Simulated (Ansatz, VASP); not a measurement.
**GaSb: VASP beside Ansatz**

INCAR

```
SYSTEM = GaSb
ALGO = Normal
EDIFF = 1E-7
ENCUT = 520
GGA = PE
ISIF = 2
ISMEAR = -1
LASPH = .True.
LCHARG = .False.
LREAL = .False.
LWAVE = .False.
NBANDS = 16
NELM = 100
PREC = Accurate
SIGMA = 0.08
```

The input KPOINTS:

```
k-points
0
Gamma
  13 13 13
  0 0 0
```

Contents of POSCAR:

```
GaSb
1.0
    0.0000000000      2.6914702768      2.6914702768
    2.6914702768      0.0000000000      2.6914702768
    2.6914702768      2.6914702768      0.0000000000
Ga Sb
1 1
Direct
    0.0000000000      0.0000000000      0.0000000000
    0.5000000000      0.5000000000      0.5000000000
```

Input for Ansatz:

```yaml
crystal:
  lattice:
    - [0.0, 2.6914702768, 2.6914702768]
    - [2.6914702768, 0.0, 2.6914702768]
    - [2.6914702768, 2.6914702768, 0.0]
  atoms:
    - { symbol: Ga, position: [0.0, 0.0, 0.0] }
    - { symbol: Sb, position: [0.5, 0.5, 0.5] }
kpoints:
  mp_grid: { grid: [13, 13, 13] }
scf:
  occupations: { method: fermi_dirac, width: 0.08 }
hamiltonian:
  xc: pbe
  pseudopotentials: { kind: all_electron, lapw: { basis_error: 0.001 } }
output:
  forces: true
  stress: true
  eigenvalues: true
  populations: true
```

Change from the starting cell: volume scaled by 0.8, LAPW.

Alike in both runs: task single point; functional PBE; k mesh 13 × 13 × 13; occupations fermi-dirac, width 0.08 eV; no spin polarisation.

```csv
,VASP,Ansatz
version,VASP 6.6.1,Ansatz 0.2.0
potentials or method,"VASP PAW PBE potentials, release 64 (Ga_d, Sb), cutoff 520 eV","all-electron LAPW, scalar-relativistic"
```

Ansatz gave:

| Item | Value |
| --- | --- |
| pressure (GPa) | 21.1 |

Question: Which values does VASP return?

Answer: Pressure (GPa): 21.2.

Ansatz ran all-electron here, and VASP with PAW potentials.

Neither program's run includes spin-orbit coupling.
